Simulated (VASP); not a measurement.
# Ti (P6_3/mmc) in VASP: further runs, part 2 of 2

VASP 6.6.1. The steps go on from the part before.

## (3) Single point, r2SCAN+D4

This run uses another cell than the first one, of 17.99 Å³/atom, 1.020 times its volume.

Input file POSCAR:

```
Ti
1.0
    2.9695369932      0.0000000000      0.0000000000
   -1.4847684966      2.5716944736      0.0000000000
    0.0000000000      0.0000000000      4.7109942807
Ti
2
Direct
    0.6666666667      0.3333333333      0.7500000000
    0.3333333333      0.6666666667      0.2500000000
```

Input file INCAR.step1:

```
PREC = Accurate ; ENCUT = 520
ISMEAR = -1 ; SIGMA = 0.05
LREAL = F ; LASPH = T
NELM = 100 ; NBANDS = 19
GGA = PE ; ALGO = Normal
EDIFF = 1E-4 ; LWAVE = T
LCHARG = F
```

Input file INCAR.step2:

```
PREC = Accurate ; ENCUT = 520
EDIFF = 1E-6 ; ISMEAR = -1
SIGMA = 0.05 ; LREAL = F
LASPH = T ; NELM = 100
ALGO = Normal ; ISIF = 2
LWAVE = F ; LCHARG = T
METAGGA = R2SCAN ; LMIXTAU = T
IVDW = 13 ; VDW_S6 = 1.0
VDW_S8 = 0.6018749 ; VDW_A1 = 0.51559235
VDW_A2 = 5.77342911 ; LELF = T
LVHAR = T ; NBANDS = 19
ISTART = 1
```

Input file KPOINTS:

```
regular mesh
0
Gamma
  10 10 6
```

Potentials or basis: VASP PAW PBE potentials, release 64 (Ti_sv).

The run is started by

```sh
$ cat potpaw_PBE.64/Ti_sv/POTCAR > POTCAR
$ cp INCAR.step1 INCAR
$ mpirun -np 1 vasp_std > vasp.out
$ cp INCAR.step2 INCAR
$ mpirun -np 1 vasp_std > vasp.out
```

OUTCAR:

```text
PREC = Accurate
   ENCUT = 520
   EDIFF = 1E-6
   ISMEAR = -1
   LREAL = F
   LASPH = T
   NELM = 100
   ISIF = 2
   METAGGA = R2SCAN
   IVDW = 13
   ISTART = 1

 ion  position               nearest neighbor table
   1  0.667  0.333  0.750-   2 2.91   2 2.91   2 2.91   2 2.91   2 2.91   2 2.91
   2  0.333  0.667  0.250-   1 2.91   1 2.91   1 2.91   1 2.91   1 2.91   1 2.91

  LATTYP: Found a hexagonal cell.
 ALAT       =     2.9695369932
 C/A-ratio  =     1.5864406780

  Lattice vectors:

 A1 = (   2.9695369932,   0.0000000000,   0.0000000000)
 A2 = (  -1.4847684966,   2.5716944736,   0.0000000000)
 A3 = (   0.0000000000,   0.0000000000,   4.7109942807)

Analysis of symmetry for initial positions (statically):
=====================================================================
 Subroutine PRICEL returns:
 Original cell was already a primitive cell.

 Routine SETGRP: Setting up the symmetry group for a
 hexagonal supercell.

 Subroutine GETGRP returns: Found 24 space group operations
 (whereof 12 operations were pure point group operations)
 out of a pool of 24 trial point group operations.

The static configuration has the point symmetry D_3d.
 The point group associated with its full space group is D_6h.

Analysis of symmetry for dynamics (positions and initial velocities):
=====================================================================
 Subroutine PRICEL returns:
 Original cell was already a primitive cell.

 Routine SETGRP: Setting up the symmetry group for a
 hexagonal supercell.

 Subroutine GETGRP returns: Found 24 space group operations
 (whereof 12 operations were pure point group operations)
 out of a pool of 24 trial point group operations.

The dynamic configuration has the point symmetry D_3d.
 The point group associated with its full space group is D_6h.

 Subroutine INISYM returns: Found 24 space group operations
[... 112 lines left out ...]
   ISMEAR =    -1;   SIGMA  =   0.05  broadening in eV -4-tet -1-fermi 0-gaus
   EFERMI_NEDOS =   21; number of points for ismear=-14 and -15
   IALGO  =     38    algorithm
   IMIX   =      4    mixing-type and parameters
     AMIX     =   0.40;   BMIX     =  1.00
     AMIX_MAG =   1.60;   BMIX_MAG =  1.00
  volume/ion in A,a.u.               =      17.99       121.39
  Fermi-wavevector in a.u.,A,eV,Ry     =   1.430447  2.703152 27.839939  2.046178
  Thomas-Fermi vector in A             =   2.550291
   LORBIT       =      0    0 simple, 1 ext, 2 COOP (PROOUT), +10 PAW based schemes
   METAGGA = R2SCAN    functional components
   LHFCALC =     F    Hartree Fock is set to
   AEXX    =    0.0000 exact exchange contribution
   IVDW    =    13    specifies the selected vdW correction
   LEPSILON=     F    determine dielectric tensor
   LRPA    =     F    only Hartree local field effects (RPA)
 non-spin polarized calculation
  energy-cutoff  :      520.00
  volume of cell :       35.98
 maximum number of plane-waves:      1014
 NGX is ok and might be reduce to    24
   NGX = 11   NGY = 11   NGZ = 17

 number of electron      24.0000002 magnetization

 Free energy of the ion-electron system (eV)
  ---------------------------------------------------
  ext. energy  EPLUGINS =         0.00000000
  ---------------------------------------------------
  free energy    TOTEN  =       -25.89271968 eV

  energy without entropy =      -25.87690496  energy(sigma->0) =      -25.88481232

 E-fermi :   8.0198     XC(G=0): -12.2184

 val. band max:        8.0045473745   @ k =   0.1000   0.1000   0.0000
 cond. band min:       8.0294380417   @ k =   0.2000   0.0000   0.3333
 fundamental gap:      0.0248906672
 Fermi energy:         8.0197724442

 k-point     1 :       0.0000    0.0000    0.0000
  band No.  band energies     occupation
      1     -51.2795      2.00000
      2     -51.1558      2.00000
      3     -26.7959      2.00000
      4     -26.1995      2.00000
      5     -26.1994      2.00000
      6     -26.1406      2.00000
[... 505 lines left out ...]
      6     -26.3373      2.00000
[... 11 lines left out ...]
     18      11.4874      0.00000
     19      12.1601      0.00000

 [... further k-points ...]

------------------------ aborting loop because EDIFF is reached ----------------------------------------

  DFT-D4 for vdW energy calculation

  Edisp (eV):   -0.13021

  FORCE on cell =-STRESS in cart. coord.  units (eV):
  Direction    XX          YY          ZZ          XY          YZ          ZX
  --------------------------------------------------------------------------------------
  -------------------------------------------------------------------------------------
  Total      -0.94710    -0.94710    -1.06806     0.00000    -0.00000     0.00000
  in kB     -42.17808   -42.17808   -47.56484     0.00000    -0.00000     0.00000
  external pressure =      -43.97 kB  Pullay stress =        0.00 kB

 VOLUME and BASIS-vectors are now :
 -----------------------------------------------------------------------------
  energy-cutoff  :      520.00
  volume of cell :       35.98
      direct lattice vectors                 reciprocal lattice vectors
     2.969536993  0.000000000  0.000000000     0.336752835  0.194424340  0.000000000
    -1.484768497  2.571694474  0.000000000     0.000000000  0.388848679  0.000000000
     0.000000000  0.000000000  4.710994281     0.000000000  0.000000000  0.212269415

 POSITION                                       TOTAL-FORCE (eV/Angst)
 -----------------------------------------------------------------------------------
      1.48477      0.85723      3.53325         0.000000     -0.000000      0.000000
     -0.00000      1.71446      1.17775        -0.000000      0.000000      0.000000
 -----------------------------------------------------------------------------------
    total drift:                               -0.000000      0.000000     -0.000000

  FREE ENERGIE OF THE ION-ELECTRON SYSTEM (eV)
  ---------------------------------------------------
  free  energy   TOTEN  =       -26.0229308953 eV

  energy  without entropy=      -26.0071161816  energy(sigma->0) =      -26.01502354
```

OSZICAR.step1:

```text
N       E                     dE             d eps       ncg     rms          rms(c)
DAV:   1     0.267598134284E+03    0.26760E+03   -0.13109E+04  2128   0.156E+03
DAV:   2     0.127643858141E+02   -0.25483E+03   -0.25077E+03  2185   0.444E+02
DAV:   3    -0.164830691677E+02   -0.29247E+02   -0.28899E+02  3968   0.124E+02
DAV:   4    -0.177953355076E+02   -0.13123E+01   -0.13106E+01  2435   0.269E+01
DAV:   5    -0.178602589693E+02   -0.64923E-01   -0.64909E-01  3205   0.429E+00    0.115E+01
DAV:   6    -0.156646788547E+02    0.21956E+01   -0.81840E+00  2460   0.282E+01    0.279E+00
DAV:   7    -0.156483486243E+02    0.16330E-01   -0.68132E-01  3214   0.590E+00    0.204E+00
DAV:   8    -0.156712428393E+02   -0.22894E-01   -0.18984E-01  2355   0.502E+00    0.662E-01
DAV:   9    -0.156636688334E+02    0.75740E-02   -0.43784E-02  2435   0.207E+00    0.674E-02
DAV:  10    -0.156640022826E+02   -0.33345E-03   -0.27638E-03  2969   0.311E-01    0.765E-02
DAV:  11    -0.156640564750E+02   -0.54192E-04   -0.13164E-04  1717   0.778E-02
   1 F= -.15664056E+02 E0= -.15654180E+02  d E =-.197535E-01
```

Run time: 48 s. Hardware: 1 thread of Intel Xeon 6975P-C (Granite Rapids), shared host; peak memory 0.18 GiB.

What came out:

```
Free energy                : -26.0229 eV
Pressure                   : -4.4 GPa
Band gap on the k mesh     : zero (band 12 reaches 8.87 eV, above the bottom of band 13 at 7.67 eV)
Dispersion energy per atom : -0.065 eV
```

Levels at points of the mesh, in eV from the Fermi level:
```
           k point  band 10  band 11  band 12  band 13  band 14  band 15
(0.00, 0.00, 0.00)    -2.77     0.46     0.85     0.85     0.93     1.35
(0.50, 0.00, 0.00)    -2.17    -1.84    -0.86     0.62     0.66     1.21
(0.00, 0.00, 0.50)    -4.64     0.06     0.06     0.77     0.77     0.77
(0.50, 0.00, 0.50)    -2.58    -0.83    -0.83     1.16     1.16     1.85
```

Caveat: the PAW data sets were made with another functional, which shifts forces and pressure a little; pairwise dispersion overbinds metals, which lowers pressure and volume.

## (4) Single point, r2SCAN+D4

This run uses another cell than the first one, of 18.34 Å³/atom, 1.040 times its volume.

Input file POSCAR:

```
Ti
1.0
    2.9888202413      0.0000000000      0.0000000000
   -1.4944101206      2.5883942563      0.0000000000
    0.0000000000      0.0000000000      4.7415860099
Ti
2
Direct
    0.6666666667      0.3333333333      0.7500000000
    0.3333333333      0.6666666667      0.2500000000
```

Input file INCAR.step1:

```
SYSTEM = Ti
PREC = Accurate
ENCUT = 520
ISMEAR = -1
SIGMA = 0.05
LREAL = .False.
LASPH = .True.
NELM = 60
NBANDS = 19
GGA = PE
ALGO = Normal
EDIFF = 1E-4
LWAVE = .True.
LCHARG = .False.
```

Input file INCAR.step2:

```
SYSTEM = Ti
PREC = Accurate
ENCUT = 520
EDIFF = 1E-6
ISMEAR = -1
SIGMA = 0.05
LREAL = .False.
LASPH = .True.
NELM = 60
ALGO = Normal
ISIF = 2
LWAVE = .False.
LCHARG = .True.
METAGGA = R2SCAN
LMIXTAU = .True.
IVDW = 13
VDW_S6 = 1.0
VDW_S8 = 0.6018749
VDW_A1 = 0.51559235
VDW_A2 = 5.77342911
LELF = .True.
LVHAR = .True.
NBANDS = 19
ISTART = 1
```

Input file KPOINTS:

```
regular mesh
0
Gamma
  10 10 6
  0 0 0
```

The run is started by

```sh
$ cat potpaw_PBE.64/Ti_sv/POTCAR > POTCAR
$ cp INCAR.step1 INCAR
$ mpirun -np 1 vasp_std > vasp.out
$ cp INCAR.step2 INCAR
$ mpirun -np 1 vasp_std > vasp.out
```

It took 53 s on 1 thread of Intel Xeon 6975P-C (Granite Rapids), shared host; peak memory 0.17 GiB.

Results (log left out):

```
Free energy                : -25.9997 eV
Pressure                   : -6.3 GPa
Band gap on the k mesh     : zero (band 12 reaches 8.66 eV, above the bottom of band 13 at 7.47 eV)
Dispersion energy per atom : -0.064 eV
```

Stress tensor (GPa, compression positive):
```
-6.17  0.00  0.00
 0.00 -6.17  0.00
 0.00  0.00 -6.61
```

Levels at points of the mesh, in eV from the Fermi level:
| k point | band 8 | band 9 | band 10 | band 11 | band 12 | band 13 | band 14 | band 15 | band 16 | band 17 |
| --- | --- | --- | --- | --- | --- | --- | --- | --- | --- | --- |
| (0.00, 0.00, 0.00) | -34.19 | -6.49 | -2.72 | 0.41 | 0.84 | 0.84 | 0.92 | 1.32 | 1.32 | 1.74 |
| (0.50, 0.00, 0.00) | -34.25 | -2.44 | -2.12 | -1.79 | -0.87 | 0.62 | 0.65 | 1.18 | 3.31 | 3.53 |
| (0.00, 0.00, 0.50) | -34.23 | -4.62 | -4.62 | 0.06 | 0.06 | 0.76 | 0.76 | 0.76 | 0.76 | 2.84 |
| (0.50, 0.00, 0.50) | -34.32 | -2.53 | -2.53 | -0.81 | -0.81 | 1.11 | 1.11 | 1.81 | 1.81 | 3.44 |

Caveat: the PAW data sets were made with another functional, which shifts forces and pressure a little; pairwise dispersion overbinds metals, which lowers pressure and volume.

## (5) Single point, r2SCAN+D4

This run uses another cell than the first one, of 18.69 Å³/atom, 1.060 times its volume.

Input file POSCAR:

```
Ti
1.0
    3.0078578261      0.0000000000      0.0000000000
   -1.5039289131      2.6048812885      0.0000000000
    0.0000000000      0.0000000000      4.7717880089
Ti
2
Direct
    0.6666666667      0.3333333333      0.7500000000
    0.3333333333      0.6666666667      0.2500000000
```

Input file INCAR.step1:

```
ALGO = Normal
EDIFF = 1E-4
ENCUT = 520
GGA = PE
ISMEAR = -1
LASPH = True
LCHARG = False
LREAL = False
LWAVE = True
NBANDS = 19
NELM = 80
PREC = Accurate
SIGMA = 0.05
```

Input file INCAR.step2:

```
ALGO = Normal
EDIFF = 1E-7
ENCUT = 520
ISIF = 2
ISMEAR = -1
ISTART = 1
IVDW = 13
LASPH = True
LCHARG = True
LELF = True
LMIXTAU = True
LREAL = False
LVHAR = True
LWAVE = False
METAGGA = R2SCAN
NBANDS = 19
NELM = 80
PREC = Accurate
SIGMA = 0.05
VDW_A1 = 0.51559235
VDW_A2 = 5.77342911
VDW_S6 = 1.0
VDW_S8 = 0.6018749
```

Input file KPOINTS:

```
k-points
0
Gamma
  10 10 6
```

Potentials or basis: VASP PAW PBE potentials, release 64 (Ti_sv).

The run is started by

```sh
$ cat potpaw_PBE.64/Ti_sv/POTCAR > POTCAR
$ cp INCAR.step1 INCAR
$ mpirun -np 1 vasp_std > vasp.out
$ cp INCAR.step2 INCAR
$ mpirun -np 1 vasp_std > vasp.out
```

OUTCAR:

```text
EDIFF = 1E-7
   ENCUT = 520
   ISIF = 2
   ISMEAR = -1
   ISTART = 1
   IVDW = 13
   LASPH = True
   LREAL = False
   METAGGA = R2SCAN
   NELM = 80
   PREC = Accurate

 ion  position               nearest neighbor table
   1  0.667  0.333  0.750-
   2  0.333  0.667  0.250-

  LATTYP: Found a hexagonal cell.
 ALAT       =     3.0078578261
 C/A-ratio  =     1.5864406780

  Lattice vectors:

 A1 = (   3.0078578261,   0.0000000000,   0.0000000000)
[... 717 lines left out ...]

  DFT-D4 for vdW energy calculation

  Edisp (eV):   -0.12559

  FORCE on cell =-STRESS in cart. coord.  units (eV):
  Direction    XX          YY          ZZ          XY          YZ          ZX
  --------------------------------------------------------------------------------------
  -------------------------------------------------------------------------------------
  Total      -1.85314    -1.85314    -1.93244     0.00000     0.00000    -0.00000
  in kB     -79.41312   -79.41312   -82.81159     0.00000     0.00000    -0.00000
  external pressure =      -80.55 kB  Pullay stress =        0.00 kB

 VOLUME and BASIS-vectors are now :
 -----------------------------------------------------------------------------
  energy-cutoff  :      520.00
  volume of cell :       37.39
      direct lattice vectors                 reciprocal lattice vectors
     3.007857826  0.000000000  0.000000000     0.332462522  0.191947327  0.000000000
    -1.503928913  2.604881289  0.000000000     0.000000000  0.383894654  0.000000000
     0.000000000  0.000000000  4.771788009     0.000000000  0.000000000  0.209565052

 POSITION                                       TOTAL-FORCE (eV/Angst)
 -----------------------------------------------------------------------------------
      1.50393      0.86829      3.57884        -0.000000      0.000000      0.000000
     -0.00000      1.73659      1.19295         0.000000      0.000000      0.000000
 -----------------------------------------------------------------------------------
    total drift:                               -0.000000      0.000000     -0.000000

  FREE ENERGIE OF THE ION-ELECTRON SYSTEM (eV)
  ---------------------------------------------------
  free  energy   TOTEN  =       -25.9684093747 eV

  energy  without entropy=      -25.9520923409  energy(sigma->0) =      -25.96025086
```

OSZICAR.step1:

```text
N       E                     dE             d eps       ncg     rms          rms(c)
DAV:   1     0.263939111166E+03    0.26394E+03   -0.13027E+04  2136   0.154E+03
DAV:   2     0.128793896910E+02   -0.25106E+03   -0.24681E+03  2193   0.442E+02
DAV:   3    -0.164972580638E+02   -0.29377E+02   -0.29054E+02  3956   0.123E+02
DAV:   4    -0.178650230659E+02   -0.13678E+01   -0.13664E+01  2441   0.274E+01
DAV:   5    -0.179334562186E+02   -0.68433E-01   -0.68427E-01  3254   0.438E+00    0.112E+01
DAV:   6    -0.156195429133E+02    0.23139E+01   -0.89212E+00  2474   0.288E+01    0.264E+00
DAV:   7    -0.156037437885E+02    0.15799E-01   -0.65263E-01  3205   0.566E+00    0.200E+00
DAV:   8    -0.156231342788E+02   -0.19390E-01   -0.18164E-01  2365   0.495E+00    0.634E-01
DAV:   9    -0.156156825519E+02    0.74517E-02   -0.43481E-02  2478   0.202E+00    0.637E-02
DAV:  10    -0.156159810348E+02   -0.29848E-03   -0.25808E-03  3016   0.293E-01    0.744E-02
DAV:  11    -0.156160424457E+02   -0.61411E-04   -0.12757E-04  1725   0.781E-02
   1 F= -.15616042E+02 E0= -.15606029E+02  d E =-.200268E-01
```

Run time: 70 s. Hardware: 1 thread of Intel Xeon 6975P-C (Granite Rapids), shared host; peak memory 0.17 GiB.

What came out:

```
Free energy                : -25.9684 eV
Pressure                   : -8.1 GPa
Band gap on the k mesh     : zero (band 12 reaches 8.45 eV, above the bottom of band 13 at 7.27 eV)
Dispersion energy per atom : -0.063 eV
```

Stress tensor (GPa, compression positive):
```
-7.94  0.00  0.00
 0.00 -7.94  0.00
 0.00  0.00 -8.28
```

Levels at points of the mesh, in eV from the Fermi level:
| k point | band 8 | band 9 | band 10 | band 11 | band 12 | band 13 | band 14 | band 15 | band 16 | band 17 |
| --- | --- | --- | --- | --- | --- | --- | --- | --- | --- | --- |
| (0.00, 0.00, 0.00) | -34.24 | -6.44 | -2.68 | 0.37 | 0.82 | 0.82 | 0.90 | 1.29 | 1.29 | 1.70 |
| (0.50, 0.00, 0.00) | -34.30 | -2.42 | -2.07 | -1.74 | -0.89 | 0.61 | 0.63 | 1.15 | 3.23 | 3.44 |
| (0.00, 0.00, 0.50) | -34.28 | -4.60 | -4.60 | 0.06 | 0.06 | 0.75 | 0.75 | 0.75 | 0.75 | 2.77 |
| (0.50, 0.00, 0.50) | -34.37 | -2.48 | -2.48 | -0.79 | -0.79 | 1.07 | 1.07 | 1.77 | 1.77 | 3.36 |

Caveat: the PAW data sets were made with another functional, which shifts forces and pressure a little; pairwise dispersion overbinds metals, which lowers pressure and volume.

## (6) Single point, PBE

Input file INCAR:

```
  ALGO = Normal
  EDIFF = 1E-6
  ENCUT = 520
  GGA = PE
  ISIF = 2
  ISMEAR = 0
  LASPH = T
  LCHARG = F
  LREAL = F
  LWAVE = F
  NBANDS = 19
  NELM = 80
  PREC = Accurate
  SIGMA = 0.026000000000000002
```

KPOINTS is that of step 5.

Input file POSCAR:

```
Ti
1.0
    2.9500000000      0.0000000000      0.0000000000
   -1.4750000000      2.5547749412      0.0000000000
    0.0000000000      0.0000000000      4.6800000000
Ti
2
Direct
    0.6666666667      0.3333333333      0.7500000000
    0.3333333333      0.6666666667      0.2500000000
```

Potentials or basis: VASP PAW PBE potentials, release 64 (Ti_sv).

The run is started by

```sh
$ cat potpaw_PBE.64/Ti_sv/POTCAR > POTCAR
$ mpirun -np 1 vasp_std > vasp.out
```

Wall time 15 s (1 thread of Intel Xeon 6975P-C (Granite Rapids), shared host); peak memory 0.16 GiB.

The run converged. Its results:

| Property | Result |
| --- | --- |
| Free energy | -15.6656 eV |
| Pressure | -1.7 GPa |
| Band gap on the k mesh | zero (band 12 reaches 8.94 eV, above the bottom of band 13 at 7.94 eV) |

Stress tensor (GPa, compression positive):
```
-1.58  0.00  0.00
 0.00 -1.58  0.00
 0.00  0.00 -1.84
```

Levels at points of the mesh, in eV from the Fermi level:
```csv
k point,band 9,band 10,band 11,band 12,band 13,band 14,band 15,band 16
"(0.00, 0.00, 0.00)",-6.15,-2.63,0.74,0.79,0.79,0.88,1.27,1.27
"(0.50, 0.00, 0.00)",-2.31,-2.09,-1.79,-0.62,0.50,0.63,1.16,3.30
"(0.00, 0.00, 0.50)",-4.32,-4.32,0.10,0.10,0.69,0.69,0.69,0.69
"(0.50, 0.00, 0.50)",-2.48,-2.48,-0.78,-0.78,1.31,1.31,1.72,1.72
```

## (7) Overview

| level | cell | smearing | gap on the mesh (eV) | pressure (GPa) |
| --- | --- | --- | --- | --- |
| r2SCAN+D4 | a = 2.950, b = 2.950, c = 4.680 Å, angles 90.0, 90.0, 120.0°, 2 atoms | fermi-dirac 0.05 eV | none | -2.3 |
| r2SCAN+D4 | a = 2.970, b = 2.970, c = 4.711 Å, angles 90.0, 90.0, 120.0°, 2 atoms | fermi-dirac 0.05 eV | none | -4.4 |
| r2SCAN+D4 | a = 2.989, b = 2.989, c = 4.742 Å, angles 90.0, 90.0, 120.0°, 2 atoms | fermi-dirac 0.05 eV | none | -6.3 |
| r2SCAN+D4 | a = 3.008, b = 3.008, c = 4.772 Å, angles 90.0, 90.0, 120.0°, 2 atoms | fermi-dirac 0.05 eV | none | -8.1 |
| PBE | a = 2.950, b = 2.950, c = 4.680 Å, angles 90.0, 90.0, 120.0°, 2 atoms | gaussian 0.026 eV | none | -1.7 |

Alike in all rows: task single point; potentials or basis VASP PAW PBE potentials, release 64 (Ti_sv); no spin polarisation; k mesh 10 × 10 × 6; cutoff (eV) 520.

Caveats: the PAW data sets were made with another functional, which shifts forces and pressure a little (some runs); pairwise dispersion overbinds metals, which lowers pressure and volume (some runs).

Total energies depend on the potentials used, so only differences within one code and one set of settings carry meaning.
